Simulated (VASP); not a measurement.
# Au (I4/mmm) in VASP: further runs

Runs on Au. Level: PBEsol. Tasks: single point.

Program: VASP 6.6.1. These are calculated values, not measurements. Logs are shortened: lines on timing, memory, paths and dates and some standing lists are left out, and cuts for length are marked.

### 1 The cell of the first run

It takes space group I4/mmm (No. 139, tetragonal). The conventional cell has a = 2.893 Å, b = 2.893 Å, c = 4.418 Å, α = 90.00°, β = 90.00°, γ = 90.00°. Au (site symmetry 4/mmm) has 12 Au at 2.89 to 3.01 Å within 3.8 Å.

### 2 Single point, PBEsol (strain +0.000 along x and y, +0.080 along z)

Contents of INCAR:

```
  ALGO = Normal
  EDIFF = 1E-6
  ENCUT = 520
  GGA = PS
  ISIF = 2
  ISMEAR = 0
  LASPH = T
  LCHARG = F
  LREAL = F
  LWAVE = F
  NBANDS = 12
  NELM = 100
  PREC = Accurate
  SIGMA = 0.15
```

Contents of KPOINTS:

```
k-points
0
Gamma
  20 20 20
```

Contents of POSCAR:

```
Au
1.0
    0.0000000000      2.0455000000      2.2091400000
    2.0455000000      0.0000000000      2.2091400000
    2.0455000000      2.0455000000      0.0000000000
Au
1
Direct
    0.0000000000      0.0000000000      0.0000000000
```

Potentials or basis: VASP PAW PBE potentials, release 64 (Au).

Started as:

```
cat potpaw_PBE.64/Au/POTCAR > POTCAR
mpirun -np 1 vasp_std > vasp.out
```

OUTCAR:

```text
EDIFF = 1E-6
   ENCUT = 520
   GGA = PS
   ISIF = 2
   ISMEAR = 0
   LASPH = T
   LREAL = F
   NELM = 100
   PREC = Accurate

 ion  position               nearest neighbor table
   1  0.000  0.000  0.000-

  LATTYP: Found a body centered tetragonal cell.
 ALAT       =     2.8927738418
 C/A-ratio  =     1.5273506474

  Lattice vectors:

 A1 = (  -2.0455000000,   0.0000000000,   2.2091400000)
 A2 = (   2.0455000000,   0.0000000000,   2.2091400000)
 A3 = (   0.0000000000,   2.0455000000,  -2.2091400000)

Analysis of symmetry for initial positions (statically):
=====================================================================
 Subroutine PRICEL returns:
 Original cell was already a primitive cell.

 Routine SETGRP: Setting up the symmetry group for a
 body centered tetragonal supercell.

 Subroutine GETGRP returns: Found 16 space group operations
 (whereof 16 operations were pure point group operations)
 out of a pool of 16 trial point group operations.

The static configuration has the point symmetry D_4h.

Analysis of symmetry for dynamics (positions and initial velocities):
=====================================================================
 Subroutine PRICEL returns:
 Original cell was already a primitive cell.

 Routine SETGRP: Setting up the symmetry group for a
 body centered tetragonal supercell.

 Subroutine GETGRP returns: Found 16 space group operations
 (whereof 16 operations were pure point group operations)
 out of a pool of 16 trial point group operations.

The dynamic configuration has the point symmetry D_4h.

 Subroutine INISYM returns: Found 16 space group operations
 (whereof 16 operations are pure point group operations),
 and found     1 'primitive' translations

----------------------------------------------------------------------------------------

                                     Primitive cell

  volume of cell :      18.4864

  direct lattice vectors                    reciprocal lattice vectors
     0.000000000  2.045500000  2.209140000    -0.244439012  0.244439012  0.226332419
     2.045500000  0.000000000  2.209140000     0.244439012 -0.244439012  0.226332419
     2.045500000  2.045500000  0.000000000     0.244439012  0.244439012 -0.226332419

  length of vectors
     3.010709184  3.010709184  2.892773842     0.413191512  0.413191512  0.413191512

  position of ions in fractional coordinates (direct lattice)
     0.000000000  0.000000000  0.000000000

  ion indices of the primitive-cell ions
   primitive index   ion index
[... 81 lines left out ...]
   POTIM  = 0.5000    time-step for ionic-motion
   TEBEG  =    0.0;   TEEND  =   0.0 temperature during run
   PSTRESS=    0.0 pullay stress
   NELECT =      11.0000    total number of electrons
   NUPDOWN=      -1.0000    fix difference up-down
   EMIN   =  10.00;   EMAX   =-10.00  energy-range for DOS
   EFERMI =   0.00;   METHOD = LEGACY
   ISMEAR =     0;   SIGMA  =   0.15  broadening in eV -4-tet -1-fermi 0-gaus
   EFERMI_NEDOS =   21; number of points for ismear=-14 and -15
   IALGO  =     38    algorithm
   IMIX   =      4    mixing-type and parameters
     AMIX     =   0.40;   BMIX     =  1.00
     AMIX_MAG =   1.60;   BMIX_MAG =  1.00
  volume/ion in A,a.u.               =      18.49       124.75
  Fermi-wavevector in a.u.,A,eV,Ry     =   1.376961  2.602079 25.796942  1.896022
  Thomas-Fermi vector in A             =   2.502158
   LORBIT       =      0    0 simple, 1 ext, 2 COOP (PROOUT), +10 PAW based schemes
   GGA     = PS    functional components
   LHFCALC =     F    Hartree Fock is set to
   AEXX    =    0.0000 exact exchange contribution
   IVDW    =     0    specifies the selected vdW correction
   LEPSILON=     F    determine dielectric tensor
   LRPA    =     F    only Hartree local field effects (RPA)
 non-spin polarized calculation
 Gauss-broadening in eV      SIGMA  =   0.15
  energy-cutoff  :      520.00
  volume of cell :       18.49
 maximum number of plane-waves:       517
   NGX = 11   NGY = 11   NGZ = 11

 number of electron      11.0000000 magnetization

 Free energy of the ion-electron system (eV)
  ---------------------------------------------------
  ext. energy  EPLUGINS =         0.00000000
  ---------------------------------------------------
  free energy    TOTEN  =        -3.86217259 eV

  energy without entropy =       -3.85888371  energy(sigma->0) =       -3.86052815

 E-fermi :   7.9919     XC(G=0): -12.4069

 val. band max:        7.9890885902   @ k =  -0.2500   0.2500   0.0000
 cond. band min:       8.0065784440   @ k =  -0.2500   0.2500   0.0500
 fundamental gap:      0.0174898538
 Fermi energy:         7.9919402566

 k-point     1 :       0.0000    0.0000    0.0000
  band No.  band energies     occupation
      1      -1.1073      2.00000
      2       3.2992      2.00000
      3       3.9444      2.00000
      4       3.9444      2.00000
      5       4.6726      2.00000
      6       5.3564      2.00000
      7      22.6389      0.00000
      8      25.4168      0.00000
      9      26.4172      0.00000
     10      26.4172      0.00000
     11      30.7809      0.00000
     12      33.3309      0.00000
[... 331 lines left out ...]
 k-point    24 :      -0.3500    0.0500    0.0000
  band No.  band energies     occupation
      1       1.3632      2.00000
      2       3.4983      2.00000
      3       4.1065      2.00000
      4       4.7747      2.00000
      5       5.5679      2.00000
      6       6.2064      2.00000
      7      14.0370      0.00000
      8      21.9050      0.00000
      9      24.5062      0.00000
     10      26.7174      0.00000
     11      30.0094      0.00000
     12      31.2305      0.00000

 [... further k-points ...]

------------------------ aborting loop because EDIFF is reached ----------------------------------------

  FORCE on cell =-STRESS in cart. coord.  units (eV):
  Direction    XX          YY          ZZ          XY          YZ          ZX
  --------------------------------------------------------------------------------------
  -------------------------------------------------------------------------------------
  Total       -1.2335481     -1.2335481     -1.4606423      0.0000000      0.0000000     -0.0000000
  in kB     -106.9090499   -106.9090499   -126.5908277      0.0000000      0.0000000     -0.0000000
  external PRESSURE =    -113.4696425 kB  Pullay stress =       0.0000000 kB

 VOLUME and BASIS-vectors are now :
 -----------------------------------------------------------------------------
  energy-cutoff  :      520.00
  volume of cell :       18.49
      direct lattice vectors                 reciprocal lattice vectors
     0.000000000  2.045500000  2.209140000    -0.244439012  0.244439012  0.226332419
     2.045500000  0.000000000  2.209140000     0.244439012 -0.244439012  0.226332419
     2.045500000  2.045500000  0.000000000     0.244439012  0.244439012 -0.226332419

 POSITION                                       TOTAL-FORCE (eV/Angst)
 -----------------------------------------------------------------------------------
      0.00000      0.00000      0.00000         0.000000      0.000000      0.000000
 -----------------------------------------------------------------------------------
    total drift:                               -0.000000      0.000000      0.000000

  FREE ENERGIE OF THE ION-ELECTRON SYSTEM (eV)
  ---------------------------------------------------
  free  energy   TOTEN  =        -3.8621725884 eV

  energy  without entropy=       -3.8588837147  energy(sigma->0) =       -3.86052815
```

It took 2.3 min on 1 thread of Intel Xeon 6975P-C, shared host; peak memory 0.26 GiB.

What came out:

```yaml
Free_energy: -3.8622 eV
Pressure: -11.3 GPa
```

Caveat: the cell differs from its parent crystal (strain +0.000 along x and y, +0.080 along z); the PAW data sets were made with another functional, which shifts forces and pressure a little; spin-orbit coupling is left out, which moves the levels of the heavy elements.

### 3 Single point, PBEsol (strain +0.040 along x and y, +0.000 along z)

Contents of INCAR:

```
SYSTEM = Au
PREC = Accurate
ENCUT = 520
EDIFF = 1E-7
ISMEAR = 0
SIGMA = 0.15
LREAL = .FALSE.
LASPH = .TRUE.
NELM = 80
ALGO = Normal
ISIF = 2
LWAVE = .FALSE.
LCHARG = .TRUE.
GGA = PS
LELF = .TRUE.
LVHAR = .TRUE.
NBANDS = 12
```

Contents of KPOINTS:

```
regular mesh
0
G
  20 20 20
  0 0 0
```

Contents of POSCAR:

```
Au
1.0
    0.0000000000      2.1273200000      2.0455000000
    2.1273200000      0.0000000000      2.0455000000
    2.1273200000      2.1273200000      0.0000000000
Au
1
Direct
    0.0000000000      0.0000000000      0.0000000000
```

Potentials or basis: VASP PAW PBE potentials, release 64 (Au).

Started as:

```
cat potpaw_PBE.64/Au/POTCAR > POTCAR
mpirun -np 1 vasp_std > vasp.out
```

OUTCAR:

```text
SYSTEM = Au
   PREC = Accurate
   ENCUT = 520
   EDIFF = 1E-7
   ISMEAR = 0
   LREAL = .FALSE.
   LASPH = .TRUE.
   NELM = 80
   ISIF = 2
   GGA = PS

 ion  position               nearest neighbor table
   1  0.000  0.000  0.000-

  LATTYP: Found a body centered tetragonal cell.
 ALAT       =     3.0084847955
 C/A-ratio  =     1.3598207331

  Lattice vectors:

 A1 = (   0.0000000000,  -2.1273200000,  -2.0455000000)
 A2 = (   0.0000000000,   2.1273200000,  -2.0455000000)
 A3 = (   2.1273200000,   0.0000000000,   2.0455000000)

Analysis of symmetry for initial positions (statically):
=====================================================================
 Subroutine PRICEL returns:
 Original cell was already a primitive cell.

 Routine SETGRP: Setting up the symmetry group for a
 body centered tetragonal supercell.

 Subroutine GETGRP returns: Found 16 space group operations
 (whereof 16 operations were pure point group operations)
 out of a pool of 16 trial point group operations.

The static configuration has the point symmetry D_4h.

Analysis of symmetry for dynamics (positions and initial velocities):
=====================================================================
 Subroutine PRICEL returns:
 Original cell was already a primitive cell.

 Routine SETGRP: Setting up the symmetry group for a
 body centered tetragonal supercell.

 Subroutine GETGRP returns: Found 16 space group operations
 (whereof 16 operations were pure point group operations)
 out of a pool of 16 trial point group operations.

The dynamic configuration has the point symmetry D_4h.

 Subroutine INISYM returns: Found 16 space group operations
 (whereof 16 operations are pure point group operations),
 and found     1 'primitive' translations

----------------------------------------------------------------------------------------

                                     Primitive cell

  volume of cell :      18.5138

  direct lattice vectors                    reciprocal lattice vectors
     0.000000000  2.127320000  2.045500000    -0.235037512  0.235037512  0.244439012
     2.127320000  0.000000000  2.045500000     0.235037512 -0.235037512  0.244439012
     2.127320000  2.127320000  0.000000000     0.235037512  0.235037512 -0.244439012

  length of vectors
     2.951196475  2.951196475  3.008484796     0.412596286  0.412596286  0.412596286

  position of ions in fractional coordinates (direct lattice)
     0.000000000  0.000000000  0.000000000

  ion indices of the primitive-cell ions
   primitive index   ion index
                 1           1

----------------------------------------------------------------------------------------

 KPOINTS: regular mesh

Automatic generation of k-mesh.
 Grid dimensions read from file:
 generate k-points for:   20   20   20

 Generating k-lattice:

  Cartesian coordinates                     Fractional coordinates (reciprocal lattice)
    -0.011751876  0.011751876  0.012221951     0.050000000 -0.000000000  0.000000000
     0.011751876 -0.011751876  0.012221951    -0.000000000  0.050000000  0.000000000
     0.011751876  0.011751876 -0.012221951     0.000000000  0.000000000  0.050000000

  Length of vectors
     0.020629814  0.020629814  0.020629814

  Shift w.r.t. Gamma in fractional coordinates (k-lattice)
     0.000000000  0.000000000  0.000000000

 Subroutine IBZKPT returns following result:
 ===========================================

 Found    641 irreducible k-points:

 Following reciprocal coordinates:
            Coordinates               Weight
  0.000000  0.000000  0.000000      1.000000
  0.050000  0.000000  0.000000      8.000000
  0.100000  0.000000  0.000000      8.000000
  0.150000  0.000000  0.000000      8.000000
  0.200000  0.000000  0.000000      8.000000
  0.250000 -0.000000  0.000000      8.000000
[... 16 lines left out ...]
 -0.400000  0.050000  0.000000      8.000000
 -0.350000  0.050000  0.000000      8.000000
 [... further k-points ...]
   k-points           NKPTS =    641   k-points in BZ     NKDIM =    641   number of bands    NBANDS=     12
   number of dos      NEDOS =    301   number of ions     NIONS =      1
   total plane-waves  NPLWV =  13824
   dimension x,y,z NGX =    24 NGY =   24 NGZ =   24
   dimension x,y,z NGXF=    48 NGYF=   48 NGZF=   48
   ions per type =               1
   NGX,Y,Z   is equivalent  to a cutoff of  13.52, 13.52, 13.26 a.u.
   NGXF,Y,Z  is equivalent  to a cutoff of  27.04, 27.04, 26.52 a.u.
 SYSTEM =  Au
   PREC   = accura    normal or accurate (medium, high low for compatibility)
   ISTART =      0    job   : 0-new  1-cont  2-samecut
   ICHARG =      2    charge: 1-file 2-atom 10-const
   ISPIN  =      1    spin polarized calculation?
   LNONCOLLINEAR =      F non collinear calculations
   LSORBIT =      F    spin-orbit coupling
   LASPH  =      T    aspherical Exc in radial PAW
   ENCUT  =  520.0 eV  38.22 Ry    6.18 a.u.   5.49  5.49  5.59*2*pi/ulx,y,z
   NELM   =     80;   NELMIN=  2; NELMDL= -5     # of ELM steps
   EDIFF  = 0.1E-06   stopping-criterion for ELM
   LREAL  =      F    real-space projection
   EDIFFG = 0.1E-05   stopping-criterion for IOM
   NSW    =      0    number of steps for IOM
   IBRION =     -1    ionic relax: 0-MD 1-quasi-New 2-CG
   NFREE  =      0    steps in history (QN), initial steepest desc. (CG)
   ISIF   =      2    stress and relaxation
   ISYM   =      2    0-nonsym 1-usesym 2-fastsym
   POTIM  = 0.5000    time-step for ionic-motion
   TEBEG  =    0.0;   TEEND  =   0.0 temperature during run
   PSTRESS=    0.0 pullay stress
   NELECT =      11.0000    total number of electrons
   NUPDOWN=      -1.0000    fix difference up-down
   EMIN   =  10.00;   EMAX   =-10.00  energy-range for DOS
   EFERMI =   0.00;   METHOD = LEGACY
   ISMEAR =     0;   SIGMA  =   0.15  broadening in eV -4-tet -1-fermi 0-gaus
   EFERMI_NEDOS =   21; number of points for ismear=-14 and -15
   IALGO  =     38    algorithm
   IMIX   =      4    mixing-type and parameters
     AMIX     =   0.40;   BMIX     =  1.00
     AMIX_MAG =   1.60;   BMIX_MAG =  1.00
  volume/ion in A,a.u.               =      18.51       124.94
  Fermi-wavevector in a.u.,A,eV,Ry     =   1.376282  2.600795 25.771495  1.894151
  Thomas-Fermi vector in A             =   2.501541
   LORBIT       =      0    0 simple, 1 ext, 2 COOP (PROOUT), +10 PAW based schemes
   GGA     = PS    functional components
   LHFCALC =     F    Hartree Fock is set to
   AEXX    =    0.0000 exact exchange contribution
   IVDW    =     0    specifies the selected vdW correction
   LEPSILON=     F    determine dielectric tensor
   LRPA    =     F    only Hartree local field effects (RPA)
 non-spin polarized calculation
 Gauss-broadening in eV      SIGMA  =   0.15
  energy-cutoff  :      520.00
  volume of cell :       18.51
 maximum number of plane-waves:       523
 NGX is ok and might be reduce to    24
   NGX = 11   NGY = 11   NGZ = 11

 number of electron      11.0000000 magnetization

 Free energy of the ion-electron system (eV)
  ---------------------------------------------------
  ext. energy  EPLUGINS =         0.00000000
  ---------------------------------------------------
  free energy    TOTEN  =        -3.86462140 eV

  energy without entropy =       -3.86178255  energy(sigma->0) =       -3.86320198

 E-fermi :   7.9260     XC(G=0): -12.3989

 val. band max:        7.9141390772   @ k =   0.5000   0.1000   0.2500
 cond. band min:       7.9274063593   @ k =   0.5000   0.1500   0.3500
 fundamental gap:      0.0132672821
 Fermi energy:         7.9259764318

 k-point     1 :       0.0000    0.0000    0.0000
  band No.  band energies     occupation
      1      -1.1159      2.00000
      2       3.6051      2.00000
      3       3.6051      2.00000
      4       3.9029      2.00000
      5       4.8529      2.00000
      6       5.1750      2.00000
      7      22.5548      0.00000
      8      25.8742      0.00000
      9      25.8742      0.00000
     10      26.4086      0.00000
     11      30.6878      0.00000
     12      34.0420      0.00000
[... 331 lines left out ...]
 k-point    24 :      -0.3500    0.0500    0.0000
  band No.  band energies     occupation
      1       1.3362      2.00000
      2       3.6797      2.00000
      3       3.9035      2.00000
      4       4.7309      2.00000
      5       5.6105      2.00000
      6       6.0140      2.00000
      7      14.1786      0.00000
      8      22.5351      0.00000
      9      24.6971      0.00000
     10      25.5097      0.00000
     11      30.2548      0.00000
     12      30.6311      0.00000

 [... further k-points ...]

------------------------ aborting loop because EDIFF is reached ----------------------------------------

  FORCE on cell =-STRESS in cart. coord.  units (eV):
  Direction    XX          YY          ZZ          XY          YZ          ZX
  --------------------------------------------------------------------------------------
  -------------------------------------------------------------------------------------
  Total       -1.3799502     -1.3799502     -1.2879118      0.0000000      0.0000000      0.0000000
  in kB     -119.4204981   -119.4204981   -111.4555201      0.0000000      0.0000000      0.0000000
  external PRESSURE =    -116.7655055 kB  Pullay stress =       0.0000000 kB

 VOLUME and BASIS-vectors are now :
 -----------------------------------------------------------------------------
  energy-cutoff  :      520.00
  volume of cell :       18.51
      direct lattice vectors                 reciprocal lattice vectors
     0.000000000  2.127320000  2.045500000    -0.235037512  0.235037512  0.244439012
     2.127320000  0.000000000  2.045500000     0.235037512 -0.235037512  0.244439012
     2.127320000  2.127320000  0.000000000     0.235037512  0.235037512 -0.244439012

 POSITION                                       TOTAL-FORCE (eV/Angst)
 -----------------------------------------------------------------------------------
      0.00000      0.00000      0.00000         0.000000      0.000000      0.000000
 -----------------------------------------------------------------------------------
    total drift:                               -0.000000      0.000000      0.000000

  FREE ENERGIE OF THE ION-ELECTRON SYSTEM (eV)
  ---------------------------------------------------
  free  energy   TOTEN  =        -3.8646214009 eV

  energy  without entropy=       -3.8617825512  energy(sigma->0) =       -3.86320198
```

stdout:

```text
POSCAR found type information on POSCAR Au
 POSCAR found :  1 types and       1 ions
 scaLAPACK will be used
 -----------------------------------------------------------------------------
|                                                                             |
|                                                                             |
|     You enforced a specific xc type in the INCAR file but a different       |
|     I HOPE YOU KNOW WHAT YOU ARE DOING!                                     |
|                                                                             |
 -----------------------------------------------------------------------------

 LDA part: xc-table for (Slater+PW92), standard interpolation
 POSCAR, INCAR and KPOINTS ok, starting setup
 FFT: planning ... GRIDC
 FFT: planning ... GRID_SOFT
 FFT: planning ... GRID
 WAVECAR not read
 entering main loop
```

It took 2.3 min on 1 thread of Intel Xeon 6975P-C, shared host; peak memory 0.26 GiB.

What came out:

| Item | Value |
| --- | --- |
| Free energy | -3.8646 eV |
| Pressure | -11.7 GPa |

Levels at points of the mesh, in eV from the Fermi level:
```csv
k point,band 4,band 5,band 6,band 7,band 8,band 9
"(0.00, 0.00, 0.00)",-4.02,-3.07,-2.75,14.63,17.95,17.95
"(0.50, 0.00, 0.00)",-1.94,-1.79,-0.61,2.67,13.95,16.06
"(0.50, 0.50, 0.00)",-1.58,-1.58,1.65,5.70,9.30,9.30
"(0.50, 0.00, 0.50)",-1.72,-1.49,1.01,4.86,9.96,10.00
```

Caveat: the cell differs from its parent crystal (strain +0.040 along x and y, +0.000 along z); the PAW data sets were made with another functional, which shifts forces and pressure a little; spin-orbit coupling is left out, which moves the levels of the heavy elements.
